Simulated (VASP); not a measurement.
Nb3Tl, 8 atoms in the cell. The structure is cubic, space group Pm-3n (No. 223). The conventional cell has a = 5.278 Å, b = 5.278 Å, c = 5.278 Å, α = 90.00°, β = 90.00°, γ = 90.00°. Within 3.5 Å of Nb (site symmetry -4m2) lie 10 Nb at 2.64 to 3.23 Å and 4 Tl at 2.95 Å. Within 3.9 Å of Tl (site symmetry m-3) lie 12 Nb at 2.95 Å. 

```yaml
Program: VASP 6.6.1
Task: single point
Functional: r2SCAN
Potentials_or_basis: VASP PAW PBE potentials, release 64 (Nb_sv, Tl_d)
Cutoff: 520 eV
k_mesh: 4 × 4 × 4
Occupations: fermi-dirac, width 0.1 eV
Spin: no spin polarisation
Dipole_correction: no
Further_INCAR_settings: ALGO = Normal; EDIFF = 1e-07; NBANDS = 62
```

Potentials or basis: VASP PAW PBE potentials, release 64 (Nb_sv, Tl_d).

Run with:

```sh
$ cat potpaw_PBE.64/Nb_sv/POTCAR potpaw_PBE.64/Tl_d/POTCAR > POTCAR
$ cp INCAR.step1 INCAR
$ mpirun -np 1 vasp_std > vasp.out
$ cp INCAR.step2 INCAR
$ mpirun -np 1 vasp_std > vasp.out
```

Hardware: 1 thread of Intel(R) Xeon(R) Platinum 8259CL CPU @ 2.50GHz (Skylake/Cascade Lake), on a shared host.

Task: How long does it take, and how much memory?

Result: It took 5.9 min on 1 thread of Intel(R) Xeon(R) Platinum 8259CL CPU @ 2.50GHz (Skylake/Cascade Lake), on a shared host, peak memory 0.29 GiB. Counts: k points 10.
